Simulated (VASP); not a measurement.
# TaN (P6_3/mmc) in VASP: notebook

Aim: see how the results for TaN move with the level of theory and the settings. Levels: PBE, PBE+U. Tasks: single point.

Program: VASP 6.6.1. These are calculated values, not measurements. Logs are shortened: lines on timing, memory, paths and dates and some standing lists are left out, and cuts for length are marked.

**1. The cell of the first run**

The structure is hexagonal, space group P6_3/mmc (No. 194). The conventional cell has a = 3.018 Å, b = 3.018 Å, c = 6.078 Å, α = 90.00°, β = 90.00°, γ = 120.00°. Ta (site symmetry -3m) has 6 N at 2.31 Å and 8 Ta at 3.02 to 3.04 Å within 3.1 Å. N (site symmetry -6m2) has 6 Ta at 2.31 Å and 6 N at 3.02 Å within 3.1 Å.

**2. Single point, PBE (11.99 Å³/atom)**

Contents of INCAR:

```
  PREC = Accurate
  ENCUT = 700
  EDIFF = 1E-6
  ISMEAR = 0
  SIGMA = 0.1
  LREAL = False
  LASPH = True
  NELM = 120
  ALGO = Normal
  ISIF = 2
  LWAVE = False
  LCHARG = False
  GGA = PE
  NBANDS = 26
  GGA_COMPAT = False
```

Contents of KPOINTS:

```
regular mesh
0
Gamma
  18 18 8
```

Contents of POSCAR:

```
TaN
1.0
    3.0181259923      0.0000000000      0.0000000000
   -1.5090629962      2.6137737812      0.0000000000
    0.0000000000      0.0000000000      6.0782690863
Ta N
2 2
Direct
    0.0000000000      0.0000000000      0.0000000000
    0.0000000000      0.0000000000      0.5000000000
    0.3333333333      0.6666666667      0.2500000000
    0.6666666667      0.3333333333      0.7500000000
```

Potentials or basis: VASP PAW PBE potentials, release 64 (Ta_sv_GW, N).

Run with:

```console
> cat potpaw_PBE.64/Ta_sv_GW/POTCAR potpaw_PBE.64/N/POTCAR > POTCAR
> mpirun -np 1 vasp_std > vasp.out
```

OUTCAR:

```text
PREC = Accurate
   ENCUT = 700
   EDIFF = 1E-6
   ISMEAR = 0
   LREAL = False
   LASPH = True
   NELM = 120
   ISIF = 2
   GGA = PE

 ion  position               nearest neighbor table
   1  0.000  0.000  0.000-   3 2.31   4 2.31   4 2.31   3 2.31   4 2.31   3 2.31   2 3.04   2 3.04

   2  0.000  0.000  0.500-   3 2.31   4 2.31   4 2.31   3 2.31   4 2.31   3 2.31   1 3.04   1 3.04

   3  0.333  0.667  0.250-   1 2.31   2 2.31   1 2.31   2 2.31   1 2.31   2 2.31
   4  0.667  0.333  0.750-   1 2.31   2 2.31   1 2.31   2 2.31   1 2.31   2 2.31

  LATTYP: Found a hexagonal cell.
 ALAT       =     3.0181259923
 C/A-ratio  =     2.0139215864

  Lattice vectors:

 A1 = (   3.0181259923,   0.0000000000,   0.0000000000)
 A2 = (  -1.5090629962,   2.6137737812,   0.0000000000)
 A3 = (   0.0000000000,   0.0000000000,   6.0782690863)

Analysis of symmetry for initial positions (statically):
=====================================================================
 Subroutine PRICEL returns:
 Original cell was already a primitive cell.

 Routine SETGRP: Setting up the symmetry group for a
 hexagonal supercell.

 Subroutine GETGRP returns: Found 24 space group operations
 (whereof 12 operations were pure point group operations)
 out of a pool of 24 trial point group operations.

The static configuration has the point symmetry D_3d.
 The point group associated with its full space group is D_6h.

Analysis of symmetry for dynamics (positions and initial velocities):
=====================================================================
 Subroutine PRICEL returns:
 Original cell was already a primitive cell.

 Routine SETGRP: Setting up the symmetry group for a
 hexagonal supercell.

 Subroutine GETGRP returns: Found 24 space group operations
 (whereof 12 operations were pure point group operations)
 out of a pool of 24 trial point group operations.

The dynamic configuration has the point symmetry D_3d.
 The point group associated with its full space group is D_6h.

 Subroutine INISYM returns: Found 24 space group operations
 (whereof 12 operations are pure point group operations),
 and found     1 'primitive' translations

----------------------------------------------------------------------------------------

                                     Primitive cell

  volume of cell :      47.9496

  direct lattice vectors                    reciprocal lattice vectors
     3.018125992  0.000000000  0.000000000     0.331331430  0.191294290  0.000000000
    -1.509062996  2.613773781  0.000000000     0.000000000  0.382588580  0.000000000
     0.000000000  0.000000000  6.078269086     0.000000000  0.000000000  0.164520522

  length of vectors
     3.018125992  3.018125992  6.078269086     0.382588580  0.382588580  0.164520522

  position of ions in fractional coordinates (direct lattice)
     0.000000000  0.000000000  0.000000000
     0.000000000  0.000000000  0.500000000
     0.333333333  0.666666667  0.250000000
     0.666666667  0.333333333  0.750000000

  ion indices of the primitive-cell ions
   primitive index   ion index
                 1           1
                 2           2
                 3           3
                 4           4

----------------------------------------------------------------------------------------

 KPOINTS: regular mesh

Automatic generation of k-mesh.
 Grid dimensions read from file:
 generate k-points for:   18   18    8

 Generating k-lattice:

  Cartesian coordinates                     Fractional coordinates (reciprocal lattice)
     0.018407302  0.010627461  0.000000000     0.055555556  0.000000000  0.000000000
     0.000000000  0.021254921  0.000000000     0.000000000  0.055555556  0.000000000
     0.000000000  0.000000000  0.020565065     0.000000000  0.000000000  0.125000000

  Length of vectors
     0.021254921  0.021254921  0.020565065

  Shift w.r.t. Gamma in fractional coordinates (k-lattice)
     0.000000000  0.000000000  0.000000000

 Subroutine IBZKPT returns following result:
 ===========================================

 Found    185 irreducible k-points:

 Following reciprocal coordinates:
            Coordinates               Weight
  0.000000  0.000000  0.000000      1.000000
  0.055556 -0.000000  0.000000      6.000000
  0.111111 -0.000000  0.000000      6.000000
  0.166667  0.000000  0.000000      6.000000
  0.222222  0.000000  0.000000      6.000000
  0.277778 -0.000000  0.000000      6.000000
[... 16 lines left out ...]
  0.333333  0.111111  0.000000     12.000000
  0.388889  0.111111  0.000000     12.000000
 [... further k-points ...]
   k-points           NKPTS =    185   k-points in BZ     NKDIM =    185   number of bands    NBANDS=     26
   number of dos      NEDOS =    301   number of ions     NIONS =      4
   total plane-waves  NPLWV =  42336
   dimension x,y,z NGX =    28 NGY =   28 NGZ =   54
   dimension x,y,z NGXF=    56 NGYF=   56 NGZF=  108
   ions per type =               2   2
   NGX,Y,Z   is equivalent  to a cutoff of  15.42, 15.42, 14.77 a.u.
   NGXF,Y,Z  is equivalent  to a cutoff of  30.85, 30.85, 29.54 a.u.
 SYSTEM =  unknown system
   PREC   = accura    normal or accurate (medium, high low for compatibility)
   ISTART =      0    job   : 0-new  1-cont  2-samecut
   ICHARG =      2    charge: 1-file 2-atom 10-const
   ISPIN  =      1    spin polarized calculation?
   LNONCOLLINEAR =      F non collinear calculations
   LSORBIT =      F    spin-orbit coupling
   LASPH  =      T    aspherical Exc in radial PAW
   ENCUT  =  700.0 eV  51.45 Ry    7.17 a.u.   6.51  6.51 13.11*2*pi/ulx,y,z
   NELM   =    120;   NELMIN=  2; NELMDL= -5     # of ELM steps
   EDIFF  = 0.1E-05   stopping-criterion for ELM
   LREAL  =      F    real-space projection
   EDIFFG = 0.1E-04   stopping-criterion for IOM
   NSW    =      0    number of steps for IOM
   IBRION =     -1    ionic relax: 0-MD 1-quasi-New 2-CG
   NFREE  =      0    steps in history (QN), initial steepest desc. (CG)
   ISIF   =      2    stress and relaxation
   ISYM   =      2    0-nonsym 1-usesym 2-fastsym
   POTIM  = 0.5000    time-step for ionic-motion
   TEBEG  =    0.0;   TEEND  =   0.0 temperature during run
   PSTRESS=    0.0 pullay stress
   NELECT =      36.0000    total number of electrons
   NUPDOWN=      -1.0000    fix difference up-down
   EMIN   =  10.00;   EMAX   =-10.00  energy-range for DOS
   EFERMI =   0.00;   METHOD = LEGACY
   ISMEAR =     0;   SIGMA  =   0.10  broadening in eV -4-tet -1-fermi 0-gaus
   EFERMI_NEDOS =   21; number of points for ismear=-14 and -15
   IALGO  =     38    algorithm
   IMIX   =      4    mixing-type and parameters
     AMIX     =   0.40;   BMIX     =  1.00
     AMIX_MAG =   1.60;   BMIX_MAG =  1.00
  volume/ion in A,a.u.               =      11.99        80.90
  Fermi-wavevector in a.u.,A,eV,Ry     =   1.487923  2.811767 30.122156  2.213916
  Thomas-Fermi vector in A             =   2.601023
   LORBIT       =      0    0 simple, 1 ext, 2 COOP (PROOUT), +10 PAW based schemes
   GGA     = PE    functional components
   LHFCALC =     F    Hartree Fock is set to
   AEXX    =    0.0000 exact exchange contribution
   IVDW    =     0    specifies the selected vdW correction
   LEPSILON=     F    determine dielectric tensor
   LRPA    =     F    only Hartree local field effects (RPA)
 non-spin polarized calculation
 Gauss-broadening in eV      SIGMA  =   0.10
  energy-cutoff  :      700.00
  volume of cell :       47.95
 maximum number of plane-waves:      2079
 NGX is ok and might be reduce to    28
   NGX = 13   NGY = 13   NGZ = 27

 number of electron      35.9999998 magnetization

 Free energy of the ion-electron system (eV)
  ---------------------------------------------------
  ext. energy  EPLUGINS =         0.00000000
  ---------------------------------------------------
  free energy    TOTEN  =       -48.71178311 eV

  energy without entropy =      -48.70542098  energy(sigma->0) =      -48.70860205

 E-fermi :  10.9894     XC(G=0): -13.0752

 val. band max:       10.9818979718   @ k =   0.2222   0.1667   0.3750
 cond. band min:      10.9934913343   @ k =   0.1111  -0.0000   0.2500
 fundamental gap:      0.0115933625
 Fermi energy:        10.9894207601

 k-point     1 :       0.0000    0.0000    0.0000
  band No.  band energies     occupation
      1     -57.8438      2.00000
      2     -57.8193      2.00000
      3     -24.6454      2.00000
      4     -24.1037      2.00000
      5     -23.9203      2.00000
      6     -23.9203      2.00000
[... 18 lines left out ...]
     25      14.4263      0.00000
     26      16.2965      0.00000

 k-point     2 :       0.0556   -0.0000    0.0000
  band No.  band energies     occupation
      1     -57.8422      2.00000
      2     -57.8178      2.00000
      3     -24.6402      2.00000
      4     -24.1006      2.00000
      5     -23.9445      2.00000
      6     -23.9256      2.00000
[... 18 lines left out ...]
     25      14.4575      0.00000
     26      16.1438      0.00000

 k-point     3 :       0.1111   -0.0000    0.0000
  band No.  band energies     occupation
      1     -57.8376      2.00000
      2     -57.8134      2.00000
      3     -24.6253      2.00000
      4     -24.0916      2.00000
      5     -24.0138      2.00000
      6     -23.9630      2.00000
[... 18 lines left out ...]
     25      14.6135      0.00000
     26      15.9110      0.00000

 k-point     4 :       0.1667    0.0000    0.0000
  band No.  band energies     occupation
      1     -57.8308      2.00000
      2     -57.8067      2.00000
      3     -24.6023      2.00000
      4     -24.1185      2.00000
      5     -24.0780      2.00000
      6     -24.0603      2.00000
[... 18 lines left out ...]
     25      14.9674      0.00000
     26      15.8272      0.00000
[... 496 lines left out ...]
      1     -57.8027      2.00000
      2     -57.7792      2.00000
      3     -24.5108      2.00000
      4     -24.4894      2.00000
      5     -24.4112      2.00000
      6     -24.0971      2.00000
[... 18 lines left out ...]
     25      16.4475      0.00000
     26      16.6679      0.00000

 k-point    23 :       0.3333    0.1111    0.0000
  band No.  band energies     occupation
      1     -57.7962      2.00000
      2     -57.7728      2.00000
      3     -24.5777      2.00000
      4     -24.4899      2.00000
      5     -24.4838      2.00000
      6     -24.1267      2.00000
[... 18 lines left out ...]
     25      16.6404      0.00000
     26      17.1191      0.00000

 k-point    24 :       0.3889    0.1111    0.0000
  band No.  band energies     occupation
      1     -57.7920      2.00000
      2     -57.7687      2.00000
      3     -24.6314      2.00000
      4     -24.5408      2.00000
      5     -24.4696      2.00000
      6     -24.1460      2.00000
[... 18 lines left out ...]
     25      16.7113      0.00000
     26      17.6437      0.00000

 [... further k-points ...]

------------------------ aborting loop because EDIFF is reached ----------------------------------------

  FORCE on cell =-STRESS in cart. coord.  units (eV):
  Direction    XX          YY          ZZ          XY          YZ          ZX
  --------------------------------------------------------------------------------------
  -------------------------------------------------------------------------------------
  Total       -7.6103159     -7.6103159     -7.6033352      0.0000000     -0.0000000      0.0000000
  in kB     -254.2892403   -254.2892404   -254.0559874      0.0000000     -0.0000000      0.0000000
  external PRESSURE =    -254.2114894 kB  Pullay stress =       0.0000000 kB

 VOLUME and BASIS-vectors are now :
 -----------------------------------------------------------------------------
  energy-cutoff  :      700.00
  volume of cell :       47.95
      direct lattice vectors                 reciprocal lattice vectors
     3.018125992  0.000000000  0.000000000     0.331331430  0.191294290  0.000000000
    -1.509062996  2.613773781  0.000000000     0.000000000  0.382588580  0.000000000
     0.000000000  0.000000000  6.078269086     0.000000000  0.000000000  0.164520522

 POSITION                                       TOTAL-FORCE (eV/Angst)
 -----------------------------------------------------------------------------------
      0.00000      0.00000      0.00000         0.000000      0.000000      0.000000
      0.00000      0.00000      3.03913         0.000000      0.000000      0.000000
     -0.00000      1.74252      1.51957        -0.000000     -0.000000      0.000000
      1.50906      0.87126      4.55870         0.000000      0.000000     -0.000000
 -----------------------------------------------------------------------------------
    total drift:                                0.000000     -0.000000      0.000000

  FREE ENERGIE OF THE ION-ELECTRON SYSTEM (eV)
  ---------------------------------------------------
  free  energy   TOTEN  =       -48.7117831132 eV

  energy  without entropy=      -48.7054209773  energy(sigma->0) =      -48.70860205
```

Run time: 8.4 min. Hardware: 1 thread of Intel Xeon Platinum 8259CL at 2.50GHz (Skylake/Cascade Lake), shared host; peak memory 0.45 GiB.

Results:

- Free energy: -48.7118 eV
- Pressure: -25.4 GPa
- Band gap on the k mesh: zero (bands 18 and 19 overlap by 0.84 eV)

Caveat: the cell stands under tension; spin-orbit coupling is left out, which moves the levels of the heavy elements.

**3. Single point, PBE (11.22 Å³/atom)**

This run uses another cell than the first one, of 11.22 Å³/atom.

Contents of INCAR:

```
PREC = Accurate ; ENCUT = 700
EDIFF = 1E-6 ; ISMEAR = 0
SIGMA = 0.1 ; LREAL = False
LASPH = True ; NELM = 120
ALGO = Normal ; ISIF = 2
LWAVE = False ; LCHARG = False
GGA = PE ; NBANDS = 26
GGA_COMPAT = False
```

Contents of KPOINTS:

```
Automatic mesh
0
Gamma
  18 18 8
```

Contents of POSCAR:

```
TaN
1.0
    2.9481375061      0.0000000000      0.0000000000
   -1.4740687531      2.5531619741      0.0000000000
    0.0000000000      0.0000000000      5.9649076104
Ta N
2 2
Direct
    0.0000000000      0.0000000000      0.0000000000
    0.0000000000      0.0000000000      0.5000000000
    0.3333333333      0.6666666667      0.2500000000
    0.6666666667      0.3333333333      0.7500000000
```

Potentials or basis: VASP PAW PBE potentials, release 64 (Ta_sv_GW, N).

Run with:

```console
> cat potpaw_PBE.64/Ta_sv_GW/POTCAR potpaw_PBE.64/N/POTCAR > POTCAR
> mpirun -np 1 vasp_std > vasp.out
```

It took 7.8 min on 1 thread of Intel Xeon Platinum 8259CL at 2.50GHz (Skylake/Cascade Lake), shared host; peak memory 0.42 GiB.

The run converged. Its results:

- Free energy: -49.0447 eV
- Pressure: -9.2 GPa
- Band gap on the k mesh: zero (bands 18 and 19 overlap by 0.93 eV)

Levels at points of the mesh, in eV from the Fermi level:
```csv
k point,band 14,band 15,band 16,band 17,band 18,band 19,band 20,band 21,band 22,band 23
"(0.00, 0.00, 0.00)",-4.16,-3.44,-1.96,-1.96,-0.22,-0.22,0.54,0.54,2.26,2.81
"(0.50, 0.00, 0.00)",-5.24,-4.12,-3.57,-2.77,-2.04,2.74,3.73,4.61,4.90,5.19
"(0.00, 0.00, 0.50)",-3.76,-3.76,-3.76,-0.64,-0.64,0.95,0.95,0.95,0.95,4.16
"(0.50, 0.00, 0.50)",-5.75,-4.24,-4.24,-2.14,-2.14,3.72,3.72,4.56,4.56,5.42
```

Caveat: the cell stands under tension; spin-orbit coupling is left out, which moves the levels of the heavy elements.

**4. Single point, PBE+U**

This run uses another cell than the first one, of 11.00 Å³/atom.

Contents of INCAR:

```
PREC     = Accurate       # precision mode
ENCUT    = 520            # plane-wave cutoff, eV
EDIFF    = 1E-6           # SCF threshold, eV
ISMEAR   = 0              # smearing method
SIGMA    = 0.1            # smearing width, eV
LREAL    = False          # projectors in reciprocal space
LASPH    = True           # aspherical terms in the spheres
NELM     = 150            # most SCF steps
ALGO     = Normal         # electronic algorithm
ISIF     = 2              # what is computed and relaxed
LWAVE    = False          # write WAVECAR
LCHARG   = False          # write CHGCAR
LMAXMIX  = 4              # l up to which the mixer works
LDAU     = True           # DFT+U
LDAUTYPE = 2            
LDAUL    = 2 -1           # shell
LDAUU    = 8 0            # U, eV
LDAUJ    = 0 0          
LDAUPRINT= 1            
GGA      = PE             # functional
NBANDS   = 24             # bands
```

Contents of KPOINTS:

```
Automatic mesh
0
Gamma
  24 24 10
```

Contents of POSCAR:

```
TaN
1.0
    2.9025157849      0.0000000000      0.0000000000
   -1.4512578924      2.5136524046      0.0000000000
    0.0000000000      0.0000000000      6.0331424205
Ta N
2 2
Direct
    0.0000000000      0.0000000000      0.0000000000
    0.0000000000      0.0000000000      0.5000000000
    0.3333333333      0.6666666667      0.2500000000
    0.6666666667      0.3333333333      0.7500000000
```

Potentials or basis: VASP PAW PBE potentials, release 64 (Ta_pv, N).

Run with:

```console
> cat potpaw_PBE.64/Ta_pv/POTCAR potpaw_PBE.64/N/POTCAR > POTCAR
> mpirun -np 1 vasp_std > vasp.out
```

Run time: 3.1 min. Hardware: 1 thread of Intel Xeon 6975P-C (Granite Rapids), shared host; peak memory 0.43 GiB.

The run converged. Its results:

```yaml
Free_energy: -29.7514 eV
Pressure: 22.9 GPa
Band_gap_on_the_k_mesh: zero (bands 16 and 17 overlap by 1.09 eV)
```

Stress tensor (GPa, compression positive):
```
26.24  0.00  0.00
 0.00 26.24  0.00
 0.00  0.00 16.21
```

Levels at points of the mesh, in eV from the Fermi level:
| k point | band 12 | band 13 | band 14 | band 15 | band 16 | band 17 | band 18 | band 19 | band 20 | band 21 |
| --- | --- | --- | --- | --- | --- | --- | --- | --- | --- | --- |
| (0.00, 0.00, 0.00) | -4.42 | -4.12 | -2.26 | -2.26 | 0.07 | 0.07 | 0.92 | 0.92 | 1.91 | 2.56 |
| (0.50, 0.00, 0.00) | -5.12 | -4.76 | -3.59 | -3.16 | -2.32 | 3.52 | 4.17 | 5.18 | 5.25 | 5.39 |
| (0.00, 0.00, 0.50) | -3.69 | -3.69 | -3.69 | -0.86 | -0.86 | 1.13 | 1.13 | 1.13 | 1.13 | 4.49 |
| (0.50, 0.00, 0.50) | -6.09 | -4.29 | -4.29 | -2.39 | -2.39 | 3.55 | 3.55 | 5.06 | 5.06 | 5.66 |

Eigenvalues of the final occupation matrices:
```
    site  spin  trace               eigenvalues
site 1 d     1   1.10  0.17 0.17 0.24 0.26 0.26
site 1 d     2   1.10  0.17 0.17 0.24 0.26 0.26
site 2 d     1   1.10  0.17 0.17 0.24 0.26 0.26
site 2 d     2   1.10  0.17 0.17 0.24 0.26 0.26
```

Caveat: the stress differs along the axes, from 16 to 26 GPa; spin-orbit coupling is left out, which moves the levels of the heavy elements; U without spin polarisation on a metal has little footing.

(Continued in part 2 of 2.)
